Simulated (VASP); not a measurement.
# LiH (Fm-3m) in VASP: a series of runs

Aim: see how the results for LiH move with the level of theory and the settings. Levels: r2SCAN+D4, RPBE. Tasks: relaxation of cell and atoms.

Everything below comes from runs of VASP 6.6.1. Logs are shortened: lines on timing, memory, paths and dates and some standing lists are left out, and cuts for length are marked.

**1. The cell of the first run**

Symmetry: Fm-3m, No. 225, cubic system. Conventional cell: a = 4.074 Å, b = 4.074 Å, c = 4.074 Å, α = 90.00°, β = 90.00°, γ = 90.00°. Li (site symmetry m-3m) has 6 H at 2.04 Å within 2.7 Å. H (site symmetry m-3m) has 6 Li at 2.04 Å within 2.7 Å.

**2. Relaxation of cell and atoms, r2SCAN+D4**

File POSCAR:

```
LiH
1.0
    0.0000000000      2.0367500000      2.0367500000
    2.0367500000      0.0000000000      2.0367500000
    2.0367500000      2.0367500000      0.0000000000
Li H
1 1
Direct
    0.0000000000      0.0000000000      0.0000000000
    0.5000000000      0.5000000000      0.5000000000
```

File INCAR.step1:

```
PREC     = Accurate       # precision mode
ENCUT    = 600            # plane-wave cutoff, eV
ISMEAR   = 0              # smearing method
SIGMA    = 0.01           # smearing width, eV
LREAL    = F              # projectors in reciprocal space
LASPH    = T              # aspherical terms in the spheres
NELM     = 80             # most SCF steps
GGA      = PE             # functional
ALGO     = Normal         # electronic algorithm
EDIFF    = 1E-4           # SCF threshold, eV
LWAVE    = T              # write WAVECAR
LCHARG   = F              # write CHGCAR
```

File INCAR.step2:

```
PREC     = Accurate       # precision mode
ENCUT    = 600            # plane-wave cutoff, eV
EDIFF    = 1E-6           # SCF threshold, eV
ISMEAR   = 0              # smearing method
SIGMA    = 0.01           # smearing width, eV
LREAL    = F              # projectors in reciprocal space
LASPH    = T              # aspherical terms in the spheres
NELM     = 80             # most SCF steps
ALGO     = Normal         # electronic algorithm
ISIF     = 3              # what is computed and relaxed
LWAVE    = F              # write WAVECAR
LCHARG   = F              # write CHGCAR
METAGGA  = R2SCAN         # meta-GGA
LMIXTAU  = T            
IVDW     = 13             # dispersion correction
VDW_S6   = 1.0          
VDW_S8   = 0.6018749    
VDW_A1   = 0.51559235   
VDW_A2   = 5.77342911   
IBRION   = 2              # ionic algorithm
NSW      = 60             # ionic steps
EDIFFG   = -0.005         # ionic threshold
ISTART   = 1
```

File KPOINTS:

```
Automatic mesh
0
Gamma
  7 7 7
```

Potentials or basis: VASP PAW PBE potentials, release 64 (Li_sv, H).

Run with:

```console
> cat potpaw_PBE.64/Li_sv/POTCAR potpaw_PBE.64/H/POTCAR > POTCAR
> cp INCAR.step1 INCAR
> mpirun -np 1 vasp_std > vasp.out
> cp INCAR.step2 INCAR
> mpirun -np 1 vasp_std > vasp.out
```

OUTCAR:

```text
PREC = Accurate
   ENCUT = 600
   EDIFF = 1E-6
   ISMEAR = 0
   LREAL = F
   LASPH = T
   NELM = 80
   ISIF = 3
   METAGGA = R2SCAN
   IVDW = 13
   IBRION = 2
   NSW = 60
   EDIFFG = -0.005
   ISTART = 1

 ion  position               nearest neighbor table
   1  0.000  0.000  0.000-
   2  0.500  0.500  0.500-

  LATTYP: Found a face centered cubic cell.
 ALAT       =     4.0735000000

  Lattice vectors:

 A1 = (   0.0000000000,   2.0367500000,   2.0367500000)
 A2 = (   2.0367500000,   0.0000000000,   2.0367500000)
 A3 = (   2.0367500000,   2.0367500000,   0.0000000000)

Analysis of symmetry for initial positions (statically):
=====================================================================
 Subroutine PRICEL returns:
 Original cell was already a primitive cell.

 Routine SETGRP: Setting up the symmetry group for a
 face centered cubic supercell.

 Subroutine GETGRP returns: Found 48 space group operations
 (whereof 48 operations were pure point group operations)
 out of a pool of 48 trial point group operations.

The static configuration has the point symmetry O_h .

Analysis of symmetry for dynamics (positions and initial velocities):
=====================================================================
 Subroutine PRICEL returns:
 Original cell was already a primitive cell.

 Routine SETGRP: Setting up the symmetry group for a
 face centered cubic supercell.

 Subroutine GETGRP returns: Found 48 space group operations
 (whereof 48 operations were pure point group operations)
 out of a pool of 48 trial point group operations.

The dynamic configuration has the point symmetry O_h .

 Subroutine INISYM returns: Found 48 space group operations
 (whereof 48 operations are pure point group operations),
 and found     1 'primitive' translations

----------------------------------------------------------------------------------------

                                     Primitive cell

  volume of cell :      16.8983

  direct lattice vectors                    reciprocal lattice vectors
     0.000000000  2.036750000  2.036750000    -0.245489137  0.245489137  0.245489137
     2.036750000  0.000000000  2.036750000     0.245489137 -0.245489137  0.245489137
     2.036750000  2.036750000  0.000000000     0.245489137  0.245489137 -0.245489137

  length of vectors
     2.880399473  2.880399473  2.880399473     0.425199658  0.425199658  0.425199658

  position of ions in fractional coordinates (direct lattice)
     0.000000000  0.000000000  0.000000000
     0.500000000  0.500000000  0.500000000

  ion indices of the primitive-cell ions
   primitive index   ion index
                 1           1
                 2           2

----------------------------------------------------------------------------------------

 KPOINTS: Automatic mesh

Automatic generation of k-mesh.
 Grid dimensions read from file:
 generate k-points for:    7    7    7

 Generating k-lattice:

  Cartesian coordinates                     Fractional coordinates (reciprocal lattice)
    -0.035069877  0.035069877  0.035069877     0.142857143  0.000000000  0.000000000
     0.035069877 -0.035069877  0.035069877     0.000000000  0.142857143  0.000000000
     0.035069877  0.035069877 -0.035069877     0.000000000  0.000000000  0.142857143

  Length of vectors
     0.060742808  0.060742808  0.060742808

  Shift w.r.t. Gamma in fractional coordinates (k-lattice)
     0.000000000  0.000000000  0.000000000

 Subroutine IBZKPT returns following result:
 ===========================================

 Found     20 irreducible k-points:

 Following reciprocal coordinates:
            Coordinates               Weight
  0.000000  0.000000  0.000000      1.000000
  0.142857  0.000000  0.000000      8.000000
  0.285714  0.000000  0.000000      8.000000
  0.428571  0.000000  0.000000      8.000000
  0.142857  0.142857  0.000000      6.000000
  0.285714  0.142857  0.000000     24.000000
[... 12 lines left out ...]
 -0.428571  0.428571  0.142857     24.000000
 -0.285714  0.428571  0.142857     24.000000
   k-points           NKPTS =     20   k-points in BZ     NKDIM =     20   number of bands    NBANDS=      6
   number of dos      NEDOS =    301   number of ions     NIONS =      2
   total plane-waves  NPLWV =  13824
   dimension x,y,z NGX =    24 NGY =   24 NGZ =   24
   dimension x,y,z NGXF=    48 NGYF=   48 NGZF=   48
   ions per type =               1   1
   NGX,Y,Z   is equivalent  to a cutoff of  13.85, 13.85, 13.85 a.u.
   NGXF,Y,Z  is equivalent  to a cutoff of  27.70, 27.70, 27.70 a.u.
 SYSTEM =  unknown system
   PREC   = accura    normal or accurate (medium, high low for compatibility)
   ISTART =      1    job   : 0-new  1-cont  2-samecut
   ICHARG =      0    charge: 1-file 2-atom 10-const
   ISPIN  =      1    spin polarized calculation?
   LNONCOLLINEAR =      F non collinear calculations
   LSORBIT =      F    spin-orbit coupling
   LASPH  =      T    aspherical Exc in radial PAW
   ENCUT  =  600.0 eV  44.10 Ry    6.64 a.u.   5.75  5.75  5.75*2*pi/ulx,y,z
   NELM   =     80;   NELMIN=  2; NELMDL=  0     # of ELM steps
   EDIFF  = 0.1E-05   stopping-criterion for ELM
   LREAL  =      F    real-space projection
   EDIFFG = -.5E-02   stopping-criterion for IOM
   NSW    =     60    number of steps for IOM
   IBRION =      2    ionic relax: 0-MD 1-quasi-New 2-CG
   NFREE  =      1    steps in history (QN), initial steepest desc. (CG)
   ISIF   =      3    stress and relaxation
   ISYM   =      2    0-nonsym 1-usesym 2-fastsym
   POTIM  = 0.5000    time-step for ionic-motion
   TEBEG  =    0.0;   TEEND  =   0.0 temperature during run
   PSTRESS=    0.0 pullay stress
   NELECT =       4.0000    total number of electrons
   NUPDOWN=      -1.0000    fix difference up-down
   EMIN   =  10.00;   EMAX   =-10.00  energy-range for DOS
   EFERMI =   0.00;   METHOD = LEGACY
   ISMEAR =     0;   SIGMA  =   0.01  broadening in eV -4-tet -1-fermi 0-gaus
   EFERMI_NEDOS =   21; number of points for ismear=-14 and -15
   IALGO  =     38    algorithm
   IMIX   =      4    mixing-type and parameters
     AMIX     =   0.40;   BMIX     =  1.00
     AMIX_MAG =   1.60;   BMIX_MAG =  1.00
  volume/ion in A,a.u.               =       8.45        57.02
  Fermi-wavevector in a.u.,A,eV,Ry     =   1.012699  1.913724 13.953585  1.025560
  Thomas-Fermi vector in A             =   2.145824
   LORBIT       =      0    0 simple, 1 ext, 2 COOP (PROOUT), +10 PAW based schemes
   METAGGA = R2SCAN    functional components
   LHFCALC =     F    Hartree Fock is set to
   AEXX    =    0.0000 exact exchange contribution
   IVDW    =    13    specifies the selected vdW correction
   LEPSILON=     F    determine dielectric tensor
   LRPA    =     F    only Hartree local field effects (RPA)
 conjugate gradient relaxation of ions
 non-spin polarized calculation
 Gauss-broadening in eV      SIGMA  =   0.01
  energy-cutoff  :      600.00
  volume of cell :       16.90
 maximum number of plane-waves:       572
   NGX = 11   NGY = 11   NGZ = 11

--------------------------------------- Ionic step        1  -------------------------------------------

 number of electron       3.9999999 magnetization

 Free energy of the ion-electron system (eV)
  ---------------------------------------------------
  ext. energy  EPLUGINS =         0.00000000
  ---------------------------------------------------
  free energy    TOTEN  =        -6.81549282 eV

  energy without entropy =       -6.81549282  energy(sigma->0) =       -6.81549282

------------------------ aborting loop because EDIFF is reached ----------------------------------------

  DFT-D4 for vdW energy calculation

  Edisp (eV):   -0.05981

  FORCE on cell =-STRESS in cart. coord.  units (eV):
  Direction    XX          YY          ZZ          XY          YZ          ZX
  --------------------------------------------------------------------------------------
  -------------------------------------------------------------------------------------
  Total      -0.25023    -0.25023    -0.25023     0.00000    -0.00000     0.00000
  in kB     -23.72472   -23.72472   -23.72472     0.00000    -0.00000     0.00000
  external pressure =      -23.72 kB  Pullay stress =        0.00 kB

 VOLUME and BASIS-vectors are now :
 -----------------------------------------------------------------------------
  energy-cutoff  :      600.00
  volume of cell :       16.90
      direct lattice vectors                 reciprocal lattice vectors
     0.000000000  2.036750000  2.036750000    -0.245489137  0.245489137  0.245489137
     2.036750000  0.000000000  2.036750000     0.245489137 -0.245489137  0.245489137
     2.036750000  2.036750000  0.000000000     0.245489137  0.245489137 -0.245489137
[... 81 lines left out ...]
 POSITION                                       TOTAL-FORCE (eV/Angst)
 -----------------------------------------------------------------------------------
     -0.00000      0.00000      0.00000        -0.000000      0.000000      0.000000
      1.99412      1.99412      1.99412         0.000000     -0.000000     -0.000000
 -----------------------------------------------------------------------------------
    total drift:                                0.000000     -0.000000     -0.000000

  FREE ENERGIE OF THE ION-ELECTRON SYSTEM (eV)
  ---------------------------------------------------
  free  energy   TOTEN  =        -6.8844931554 eV

  energy  without entropy=       -6.8844931554  energy(sigma->0) =       -6.88449316

--------------------------------------- Ionic step        4  -------------------------------------------

 number of electron       3.9999998 magnetization

 Free energy of the ion-electron system (eV)
  ---------------------------------------------------
  ext. energy  EPLUGINS =         0.00000000
  ---------------------------------------------------
  free energy    TOTEN  =        -6.82104796 eV

  energy without entropy =       -6.82104796  energy(sigma->0) =       -6.82104796

 E-fermi :  -0.0629     XC(G=0):  -8.9243

 val. band max:       -0.1877806295   @ k =  -0.4286   0.4286   0.0000
 cond. band min:       3.9071977442   @ k =  -0.4286   0.4286   0.0000
 fundamental gap:      4.0949783737
 Fermi energy:        -0.0629080689

 k-point     1 :       0.0000    0.0000    0.0000
  band No.  band energies     occupation
      1     -45.7561      2.00000
      2      -5.6067      2.00000
      3      17.9674      0.00000
      4      19.6494      0.00000
      5      19.6494      0.00000
      6      19.6499      0.00000

 k-point     2 :       0.1429    0.0000    0.0000
  band No.  band energies     occupation
      1     -45.7468      2.00000
      2      -5.2392      2.00000
      3      14.5980      0.00000
      4      18.0683      0.00000
      5      18.8672      0.00000
      6      18.8675      0.00000
[... 186 lines left out ...]
 POSITION                                       TOTAL-FORCE (eV/Angst)
 -----------------------------------------------------------------------------------
      3.97020      1.98510      1.98510         0.000000     -0.000000      0.000000
      1.98510      1.98510      1.98510        -0.000000      0.000000     -0.000000
 -----------------------------------------------------------------------------------
    total drift:                                0.000000      0.000000      0.000000

  FREE ENERGIE OF THE ION-ELECTRON SYSTEM (eV)
  ---------------------------------------------------
  free  energy   TOTEN  =        -6.8847052789 eV

  energy  without entropy=       -6.8847052789  energy(sigma->0) =       -6.88470528

 reached required accuracy - stopping structural energy minimisation
```

Wall time 74 s (1 thread of Intel Xeon 8259CL, shared host); peak memory 0.14 GiB.

What came out:

- Free energy: -6.8847 eV
- Relaxed volume: 7.82 Å³/atom
- Relaxed cell: a = 2.807 Å, b = 2.807 Å, c = 2.807 Å, α = 60.00°, β = 60.00°, γ = 60.00°
- Space group after relaxing (to 0.05 Å): Fm-3m (No. 225)
- Energy gained by relaxing: 4.7 meV/atom
- Ionic steps: 4
- Pressure after relaxing: 0.1 GPa
- Band gap on the k mesh: 4.09 eV, direct
- Dispersion energy per atom: -0.032 eV

The path:
| step | energy change (eV) | largest force (eV/Å) | pressure (GPa) | volume (Å³) |
| --- | --- | --- | --- | --- |
| 1 | 0.0000 | 0.0000 | -2.37 | 16.90 |
| 2 | -0.0039 | 0.0000 | -1.72 | 16.59 |
| 3 | -0.0092 | 0.0000 | -0.41 | 15.86 |
| 4 | -0.0094 | 0.0000 | 0.09 | 15.65 |

Final structure:
```
Li H
1.0
     0.00000    1.98510    1.98510
     1.98510    0.00000    1.98510
     1.98510    1.98510    0.00000
Li H
1 1
Direct
  0.00000 0.00000 0.00000
  0.50000 0.50000 0.50000
```

Levels at points of the mesh, in eV from the valence-band top:
```csv
k point,band 1,band 2,band 3,band 4,band 5,band 6
"(0.00, 0.00, 0.00)",-45.57,-5.42,18.16,19.84,19.84,19.84
```

Caveat: the cutoff is under 1.25 times the usual one of these potentials, so pressure, stress and relaxed cells hold a basis-set (Pulay) error; the PAW data sets were made with another functional, which shifts forces and pressure a little. r2SCAN opens gaps a little over a GGA but as a rule still falls short of measured ones.

**3. Relaxation of cell and atoms, RPBE**

File INCAR:

```
SYSTEM = LiH
PREC = Accurate
ENCUT = 910
EDIFF = 1E-7
ISMEAR = 0
SIGMA = 0.01
LREAL = .FALSE.
LASPH = .TRUE.
NELM = 120
ALGO = Normal
ISIF = 3
LWAVE = .FALSE.
LCHARG = .FALSE.
GGA = RP
IBRION = 2
NSW = 60
EDIFFG = -0.005
GGA_COMPAT = .FALSE.
NELMIN = 4
```

File KPOINTS:

```
Automatic mesh
0
G
  7 7 7
  0 0 0
```

POSCAR is that of step 2.

Potentials or basis: VASP PAW PBE potentials, release 64 (Li_sv, H_h).

Run with:

```console
> cat potpaw_PBE.64/Li_sv/POTCAR potpaw_PBE.64/H_h/POTCAR > POTCAR
> mpirun -np 1 vasp_std > vasp.out
```

OUTCAR:

```text
SYSTEM = LiH
   PREC = Accurate
   ENCUT = 910
   EDIFF = 1E-7
   ISMEAR = 0
   LREAL = .FALSE.
   LASPH = .TRUE.
   NELM = 120
   ISIF = 3
   GGA = RP
   IBRION = 2
   NSW = 60
   EDIFFG = -0.005
   NELMIN = 4

 ion  position               nearest neighbor table
   1  0.000  0.000  0.000-
   2  0.500  0.500  0.500-

  LATTYP: Found a face centered cubic cell.
 ALAT       =     4.0735000000

  Lattice vectors:

 A1 = (   0.0000000000,   2.0367500000,   2.0367500000)
 A2 = (   2.0367500000,   0.0000000000,   2.0367500000)
[... 175 lines left out ...]

  FORCE on cell =-STRESS in cart. coord.  units (eV):
  Direction    XX          YY          ZZ          XY          YZ          ZX
  --------------------------------------------------------------------------------------
  -------------------------------------------------------------------------------------
  Total       -0.0473522     -0.0473522     -0.0473522     -0.0000000     -0.0000000      0.0000000
  in kB       -4.4896017     -4.4896017     -4.4896017     -0.0000000     -0.0000000      0.0000000
  external PRESSURE =      -4.4896017 kB  Pullay stress =       0.0000000 kB
[... 59 lines left out ...]
--------------------------------------- Ionic step        3  -------------------------------------------

 number of electron       3.9999999 magnetization

 Free energy of the ion-electron system (eV)
  ---------------------------------------------------
  ext. energy  EPLUGINS =         0.00000000
  ---------------------------------------------------
  free energy    TOTEN  =        -6.04912906 eV

  energy without entropy =       -6.04912906  energy(sigma->0) =       -6.04912906

 E-fermi :  -0.0236     XC(G=0):  -8.2673

 val. band max:       -0.1471992343   @ k =  -0.4286   0.4286   0.0000
 cond. band min:       3.4961234771   @ k =  -0.4286   0.4286   0.0000
 fundamental gap:      3.6433227114
 Fermi energy:        -0.0235662237

 k-point     1 :       0.0000    0.0000    0.0000
  band No.  band energies     occupation
      1     -44.5252      2.00000
      2      -5.2830      2.00000
      3      15.6474      0.00000
      4      17.8288      0.00000
      5      17.8288      0.00000
      6      17.8288      0.00000
[... 198 lines left out ...]
  FREE ENERGIE OF THE ION-ELECTRON SYSTEM (eV)
  ---------------------------------------------------
  free  energy   TOTEN  =        -6.0491290585 eV

  energy  without entropy=       -6.0491290585  energy(sigma->0) =       -6.04912906

 reached required accuracy - stopping structural energy minimisation
```

OSZICAR:

```text
N       E                     dE             d eps       ncg     rms          rms(c)
DAV:   1     0.242346238472E+00    0.24235E+00   -0.22141E+03   246   0.912E+02
DAV:   2    -0.607360780761E+01   -0.63160E+01   -0.63160E+01   324   0.775E+01
DAV:   3    -0.629631691669E+01   -0.22271E+00   -0.22271E+00   306   0.135E+01
[... 24 lines left out ...]
DAV:   4    -0.604912956129E+01    0.49278E-05   -0.13769E-05   450   0.341E-02    0.249E-03
DAV:   5    -0.604912919418E+01    0.36711E-06   -0.59680E-07   336   0.892E-03    0.462E-04
DAV:   6    -0.604912893726E+01    0.25693E-06   -0.40749E-08   144   0.252E-03    0.298E-04
DAV:   7    -0.604912904527E+01   -0.10801E-06   -0.75775E-09   120   0.120E-03    0.262E-05
DAV:   8    -0.604912905851E+01   -0.13244E-07   -0.79459E-10   120   0.421E-04
   3 F= -.60491291E+01 E0= -.60491291E+01  d E =-.308753E-03
```

CONTCAR:

```text
LiH
   1.00000000000000
    -0.0000000000000000    2.0278720420746650    2.0278720420746650
     2.0278720420746650   -0.0000000000000000    2.0278720420746650
     2.0278720420746650    2.0278720420746650    0.0000000000000000
  Li              H
     1     1
Direct
     0.0000000000000000    0.0000000000000000    0.0000000000000000
     0.5000000000000000    0.5000000000000000    0.5000000000000000

  0.00000000E+00  0.00000000E+00  0.00000000E+00
  0.00000000E+00  0.00000000E+00  0.00000000E+00
```

Run time: 13 s. Hardware: 1 thread of AMD EPYC 7R43 (Zen 3), shared host; peak memory 0.11 GiB.

Results:

* Free energy: -6.0491 eV
* Relaxed volume: 8.34 Å³/atom
* Relaxed cell: a = 2.868 Å, b = 2.868 Å, c = 2.868 Å, α = 60.00°, β = 60.00°, γ = 60.00°
* Space group after relaxing (to 0.05 Å): Fm-3m (No. 225)
* Energy gained by relaxing: 0.2 meV/atom
* Ionic steps: 3
* Pressure after relaxing: 0.0 GPa
* Band gap on the k mesh: 3.64 eV, direct

Step by step:
```tsv
step	energy change (eV)	largest force (eV/Å)	pressure (GPa)	volume (Å³)
1	0.0000	0.0000	-0.45	16.90
2	-0.0001	0.0000	-0.33	16.84
3	-0.0003	0.0000	0.00	16.68
```

Final structure:
```cif
data_structure
_symmetry_space_group_name_H-M 'P 1'
_symmetry_Int_Tables_number 1
_cell_length_a 2.8678
_cell_length_b 2.8678
_cell_length_c 2.8678
_cell_angle_alpha 60.000
_cell_angle_beta 60.000
_cell_angle_gamma 60.000
_cell_volume 16.68
loop_
_atom_site_label
_atom_site_type_symbol
_atom_site_fract_x
_atom_site_fract_y
_atom_site_fract_z
_atom_site_occupancy
Li1 Li 0.00000 0.00000 0.00000 1
H1 H 0.50000 0.50000 0.50000 1
```

Levels at points of the mesh, in eV from the valence-band top:
| k point | band 1 | band 2 | band 3 | band 4 | band 5 | band 6 |
| --- | --- | --- | --- | --- | --- | --- |
| (0.00, 0.00, 0.00) | -44.38 | -5.14 | 15.79 | 17.98 | 17.98 | 17.98 |

Caveat: the PAW data sets were made with another functional, which shifts forces and pressure a little. Expect the measured gap to be larger: semilocal functionals such as RPBE lack the derivative discontinuity.
